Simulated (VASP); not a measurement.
# TaC (Fm-3m) in VASP: notebook

TaC is run at these levels: PBEsol; tasks: single point, relaxation of cell and atoms.

All numbers are computed with VASP 6.6.1; they aren't measurements. Logs are shortened: lines on timing, memory, paths and dates and some standing lists are left out, and cuts for length are marked.

## 1. The cell of the first run

It takes space group Fm-3m (No. 225, cubic). Conventional cell: a = 4.502 Å, b = 4.502 Å, c = 4.502 Å, α = 90.00°, β = 90.00°, γ = 90.00°. Ta (site symmetry m-3m) has 6 C at 2.25 Å within 3.0 Å. Within 3.0 Å of C (site symmetry m-3m) lie 6 Ta at 2.25 Å.

## 2. Single point, PBEsol

Input file INCAR:

```
PREC = Accurate
ENCUT = 600
EDIFF = 1E-6
ISMEAR = 0
SIGMA = 0.1
LREAL = False
LASPH = True
NELM = 120
ALGO = Normal
ISIF = 2
LWAVE = False
LCHARG = False
GGA = PS
NBANDS = 14
GGA_COMPAT = False
```

Input file KPOINTS:

```
Automatic mesh
0
Gamma
  8 8 8
```

Input file POSCAR:

```
TaC
1.0
    0.0000000000      2.2508679162      2.2508679162
    2.2508679162      0.0000000000      2.2508679162
    2.2508679162      2.2508679162      0.0000000000
Ta C
1 1
Direct
    0.0000000000      0.0000000000      0.0000000000
    0.5000000000      0.5000000000      0.5000000000
```

Potentials or basis: VASP PAW PBE potentials, release 64 (Ta_pv, C).

On the command line:

```bash
> cat potpaw_PBE.64/Ta_pv/POTCAR potpaw_PBE.64/C/POTCAR > POTCAR
> mpirun -np 1 vasp_std > vasp.out
```

OUTCAR:

```text
PREC = Accurate
   ENCUT = 600
   EDIFF = 1E-6
   ISMEAR = 0
   LREAL = False
   LASPH = True
   NELM = 120
   ISIF = 2
   GGA = PS

 ion  position               nearest neighbor table
   1  0.000  0.000  0.000-   2 2.25   2 2.25   2 2.25   2 2.25   2 2.25   2 2.25
   2  0.500  0.500  0.500-   1 2.25   1 2.25   1 2.25   1 2.25   1 2.25   1 2.25

  LATTYP: Found a face centered cubic cell.
 ALAT       =     4.5017358324

  Lattice vectors:

 A1 = (   0.0000000000,   2.2508679162,   2.2508679162)
 A2 = (   2.2508679162,   0.0000000000,   2.2508679162)
 A3 = (   2.2508679162,   2.2508679162,   0.0000000000)

Analysis of symmetry for initial positions (statically):
=====================================================================
 Subroutine PRICEL returns:
 Original cell was already a primitive cell.

 Routine SETGRP: Setting up the symmetry group for a
 face centered cubic supercell.

 Subroutine GETGRP returns: Found 48 space group operations
 (whereof 48 operations were pure point group operations)
 out of a pool of 48 trial point group operations.

The static configuration has the point symmetry O_h .

Analysis of symmetry for dynamics (positions and initial velocities):
=====================================================================
 Subroutine PRICEL returns:
 Original cell was already a primitive cell.

 Routine SETGRP: Setting up the symmetry group for a
 face centered cubic supercell.

 Subroutine GETGRP returns: Found 48 space group operations
 (whereof 48 operations were pure point group operations)
 out of a pool of 48 trial point group operations.

The dynamic configuration has the point symmetry O_h .

 Subroutine INISYM returns: Found 48 space group operations
 (whereof 48 operations are pure point group operations),
 and found     1 'primitive' translations

----------------------------------------------------------------------------------------

                                     Primitive cell

  volume of cell :      22.8076

  direct lattice vectors                    reciprocal lattice vectors
     0.000000000  2.250867916  2.250867916    -0.222136535  0.222136535  0.222136535
     2.250867916  0.000000000  2.250867916     0.222136535 -0.222136535  0.222136535
     2.250867916  2.250867916  0.000000000     0.222136535  0.222136535 -0.222136535

  length of vectors
     3.183207934  3.183207934  3.183207934     0.384751765  0.384751765  0.384751765

  position of ions in fractional coordinates (direct lattice)
     0.000000000  0.000000000  0.000000000
     0.500000000  0.500000000  0.500000000

[... 82 lines left out ...]
   ISIF   =      2    stress and relaxation
   ISYM   =      2    0-nonsym 1-usesym 2-fastsym
   POTIM  = 0.5000    time-step for ionic-motion
   TEBEG  =    0.0;   TEEND  =   0.0 temperature during run
   PSTRESS=    0.0 pullay stress
   NELECT =      15.0000    total number of electrons
   NUPDOWN=      -1.0000    fix difference up-down
   EMIN   =  10.00;   EMAX   =-10.00  energy-range for DOS
   EFERMI =   0.00;   METHOD = LEGACY
   ISMEAR =     0;   SIGMA  =   0.10  broadening in eV -4-tet -1-fermi 0-gaus
   EFERMI_NEDOS =   21; number of points for ismear=-14 and -15
   IALGO  =     38    algorithm
   IMIX   =      4    mixing-type and parameters
     AMIX     =   0.40;   BMIX     =  1.00
     AMIX_MAG =   1.60;   BMIX_MAG =  1.00
  volume/ion in A,a.u.               =      11.40        76.96
  Fermi-wavevector in a.u.,A,eV,Ry     =   1.423678  2.690362 27.577109  2.026860
  Thomas-Fermi vector in A             =   2.544250
   LORBIT       =      0    0 simple, 1 ext, 2 COOP (PROOUT), +10 PAW based schemes
   GGA     = PS    functional components
   LHFCALC =     F    Hartree Fock is set to
   AEXX    =    0.0000 exact exchange contribution
   IVDW    =     0    specifies the selected vdW correction
   LEPSILON=     F    determine dielectric tensor
   LRPA    =     F    only Hartree local field effects (RPA)
 non-spin polarized calculation
 Gauss-broadening in eV      SIGMA  =   0.10
  energy-cutoff  :      600.00
  volume of cell :       22.81
 maximum number of plane-waves:       778
 NGX is ok and might be reduce to    28
   NGX = 13   NGY = 13   NGZ = 13

 number of electron      15.0000002 magnetization

 Free energy of the ion-electron system (eV)
  ---------------------------------------------------
  ext. energy  EPLUGINS =         0.00000000
  ---------------------------------------------------
  free energy    TOTEN  =       -23.48634779 eV

  energy without entropy =      -23.48109044  energy(sigma->0) =      -23.48371911

 E-fermi :   8.1192     XC(G=0): -13.1638

 val. band max:        7.8185053518   @ k =   0.3750   0.1250   0.0000
 cond. band min:       8.1796104233   @ k =  -0.3750   0.3750   0.1250
 fundamental gap:      0.3611050715
 Fermi energy:         8.1191816793

 k-point     1 :       0.0000    0.0000    0.0000
  band No.  band energies     occupation
      1     -27.1691      2.00000
      2     -27.1691      2.00000
      3     -27.1691      2.00000
      4      -6.6374      2.00000
      5       6.6214      2.00000
      6       6.6214      2.00000
      7       6.6214      2.00000
      8       7.5136      2.00000
      9       7.5136      2.00000
     10       7.5136      2.00000
     11       8.5264      0.00000
     12       8.5264      0.00000
     13      14.1702      0.00000
     14      17.9011      0.00000
[... 377 lines left out ...]
      1     -27.7145      2.00000
      2     -27.4053      2.00000
      3     -27.2935      2.00000
      4      -3.0715      2.00000
      5       0.6200      2.00000
      6       2.9497      2.00000
      7       3.2190      2.00000
      8       9.4987      0.00000
      9       9.7345      0.00000
     10      11.3784      0.00000
     11      15.0132      0.00000
     12      15.4611      0.00000
     13      17.3253      0.00000
     14      20.1533      0.00000

 [... further k-points ...]
[... 5 lines left out ...]
  --------------------------------------------------------------------------------------
  -------------------------------------------------------------------------------------
  Total       -1.7761287     -1.7761287     -1.7761287     -0.0000000     -0.0000000      0.0000000
  in kB     -124.7685073   -124.7685073   -124.7685073     -0.0000000     -0.0000000      0.0000000
  external PRESSURE =    -124.7685073 kB  Pullay stress =       0.0000000 kB

 VOLUME and BASIS-vectors are now :
 -----------------------------------------------------------------------------
  energy-cutoff  :      600.00
  volume of cell :       22.81
      direct lattice vectors                 reciprocal lattice vectors
     0.000000000  2.250867916  2.250867916    -0.222136535  0.222136535  0.222136535
     2.250867916  0.000000000  2.250867916     0.222136535 -0.222136535  0.222136535
     2.250867916  2.250867916  0.000000000     0.222136535  0.222136535 -0.222136535

 POSITION                                       TOTAL-FORCE (eV/Angst)
 -----------------------------------------------------------------------------------
      0.00000      0.00000      0.00000         0.000000     -0.000000      0.000000
      2.25087      2.25087      2.25087        -0.000000      0.000000     -0.000000
 -----------------------------------------------------------------------------------
    total drift:                                0.000000      0.000000      0.000000

  FREE ENERGIE OF THE ION-ELECTRON SYSTEM (eV)
  ---------------------------------------------------
  free  energy   TOTEN  =       -23.4863477880 eV

  energy  without entropy=      -23.4810904400  energy(sigma->0) =      -23.48371911
```

OSZICAR:

```text
N       E                     dE             d eps       ncg     rms          rms(c)
DAV:   1     0.862177523127E+02    0.86218E+02   -0.83328E+03   812   0.116E+03
DAV:   2    -0.236757799256E+02   -0.10989E+03   -0.10490E+03   986   0.308E+02
DAV:   3    -0.267142075304E+02   -0.30384E+01   -0.30195E+01  1010   0.453E+01
DAV:   4    -0.267305045728E+02   -0.16297E-01   -0.16255E-01   878   0.375E+00
DAV:   5    -0.267305868435E+02   -0.82271E-04   -0.82267E-04  1000   0.257E-01    0.233E+01
DAV:   6    -0.235700147004E+02    0.31606E+01   -0.69660E+00   934   0.241E+01    0.843E+00
DAV:   7    -0.235228493861E+02    0.47165E-01   -0.42258E-01  1016   0.473E+00    0.571E+00
DAV:   8    -0.234923884903E+02    0.30461E-01   -0.12615E-01   962   0.270E+00    0.139E+00
DAV:   9    -0.234864378033E+02    0.59507E-02   -0.14141E-02   932   0.794E-01    0.142E-01
DAV:  10    -0.234863709204E+02    0.66883E-04   -0.73705E-04  1088   0.301E-01    0.297E-02
DAV:  11    -0.234863478410E+02    0.23079E-04   -0.45445E-05   922   0.681E-02    0.625E-03
DAV:  12    -0.234863477880E+02    0.53006E-07   -0.44293E-06   992   0.178E-02
   1 F= -.23486348E+02 E0= -.23483719E+02  d E =-.525735E-02
```

stdout:

```text
POSCAR found type information on POSCAR TaC
 POSCAR found :  2 types and       2 ions
 scaLAPACK will be used
 -----------------------------------------------------------------------------
|                                                                             |
|                                                                             |
|     You enforced a specific xc type in the INCAR file but a different       |
|     I HOPE YOU KNOW WHAT YOU ARE DOING!                                     |
|                                                                             |
 -----------------------------------------------------------------------------

 LDA part: xc-table for (Slater+PW92), standard interpolation
 POSCAR, INCAR and KPOINTS ok, starting setup
 FFT: planning ... GRIDC
 FFT: planning ... GRID_SOFT
 FFT: planning ... GRID
 WAVECAR not read
 entering main loop
```

Run time: 20 s. Hardware: 1 thread of Intel Xeon 8259CL, shared host; peak memory 0.17 GiB.

What came out:

```yaml
Free_energy: -23.4863 eV
Pressure: -12.5 GPa
```

Caveat: the PAW data sets were made with another functional, which shifts forces and pressure a little; spin-orbit coupling is left out, which moves the levels of the heavy elements.

## 3. Single point, PBEsol

This run uses another cell than the first one, of 10.94 Å³/atom, 0.960 times its volume.

Input file INCAR:

```
SYSTEM = TaC
PREC     = Accurate       ! precision mode
ENCUT    = 600            ! plane-wave cutoff, eV
EDIFF    = 1E-6           ! SCF threshold, eV
ISMEAR   = 0              ! smearing method
SIGMA    = 0.1            ! smearing width, eV
LREAL    = .False.        ! projectors in reciprocal space
LASPH    = .True.         ! aspherical terms in the spheres
NELM     = 120            ! most SCF steps
ALGO     = Normal         ! electronic algorithm
ISIF     = 2              ! what is computed and relaxed
LWAVE    = .False.        ! write WAVECAR
LCHARG   = .True.         ! write CHGCAR
GGA      = PS             ! functional
LELF     = .True.         ! ELF
LVHAR    = .True.       
NBANDS   = 14             ! bands
GGA_COMPAT= .False.
```

Input file KPOINTS:

```
Automatic mesh
0
Gamma
  8 8 8
  0 0 0
```

Input file POSCAR:

```
TaC
1.0
    0.0000000000      2.2202139388      2.2202139388
    2.2202139388      0.0000000000      2.2202139388
    2.2202139388      2.2202139388      0.0000000000
Ta C
1 1
Direct
    0.0000000000      0.0000000000      0.0000000000
    0.5000000000      0.5000000000      0.5000000000
```

Potentials or basis: VASP PAW PBE potentials, release 64 (Ta_pv, C).

On the command line:

```bash
> cat potpaw_PBE.64/Ta_pv/POTCAR potpaw_PBE.64/C/POTCAR > POTCAR
> mpirun -np 1 vasp_std > vasp.out
```

It took 24 s on 1 thread of Intel Xeon 8259CL, shared host; peak memory 0.16 GiB.

The run converged. Its results:

| Item | Value |
| --- | --- |
| Free energy | -23.5207 eV |
| Pressure | 0.6 GPa |

Levels at points of the mesh, in eV from the Fermi level:
```csv
k point,band 5,band 6,band 7,band 8,band 9,band 10,band 11,band 12
"(0.00, 0.00, 0.00)",-1.59,-1.59,-1.59,-0.65,-0.65,-0.65,0.44,0.44
"(0.50, 0.00, 0.00)",-9.03,-5.74,-5.74,2.55,2.55,3.55,5.21,9.91
"(0.50, 0.50, 0.00)",-4.85,-4.82,-1.94,-1.94,2.43,3.95,3.95,6.74
```

Caveat: the PAW data sets were made with another functional, which shifts forces and pressure a little; spin-orbit coupling is left out, which moves the levels of the heavy elements.

(Continued in part 2 of 2.)
